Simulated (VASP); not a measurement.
A run of VASP 6.6.1 is set up as follows.

INCAR

```
SYSTEM = EuO
  PREC = Accurate
  ENCUT = 600
  EDIFF = 1E-6
  ISMEAR = 0
  SIGMA = 0.05
  LREAL = .False.
  LASPH = .True.
  NELM = 200
  ALGO = Normal
  ISIF = 2
  LWAVE = .False.
  LCHARG = .False.
  ISPIN = 2
  MAGMOM = 7.36 -0.1
  LORBIT = 11
  LMAXMIX = 6
  LDAU = .True.
  LDAUTYPE = 2
  LDAUL = 3 -1
  LDAUU = 6 0
  LDAUJ = 0 0
  LDAUPRINT = 1
  GGA = PE
  NBANDS = 22
  GGA_COMPAT = .False.
```

File KPOINTS:

```
Automatic mesh
0
Gamma
  10 10 10
  0 0 0
```

POSCAR

```
EuO
1.0
    0.0000000000      2.4803228802      2.4803228802
    2.4803228802      0.0000000000      2.4803228802
    2.4803228802      2.4803228802      0.0000000000
Eu O
1 1
Direct
    0.0000000000      0.0000000000      0.0000000000
    0.5000000000      0.5000000000      0.5000000000
```

Potentials or basis: VASP PAW PBE potentials, release 64 (Eu, O).

Run with:

```bash
$ cat potpaw_PBE.64/Eu/POTCAR potpaw_PBE.64/O/POTCAR > POTCAR
$ mpirun -np 1 vasp_std > vasp.out
```

Q: What does it give for the band gap on the k mesh?

A: Zero (filled and empty bands overlap).

Q: Predict the net moment.

A: 7.00 μB per cell.

Q: Predict the pressure.

A: 13.6 GPa.

Eigenvalues of the final occupation matrices:
```
    site  spin  trace                         eigenvalues
site 1 f     1   6.77  0.96 0.97 0.97 0.97 0.97 0.97 0.97
site 1 f     2   0.02  0.00 0.00 0.00 0.00 0.01 0.01 0.01
```

Caveat: the cell stands under pressure; spin-orbit coupling is left out, which moves the levels of the heavy elements; a cell with one magnetic atom can't hold antiferromagnetic order, which such compounds often take. The state reached can hang on the start; a lower one may exist.
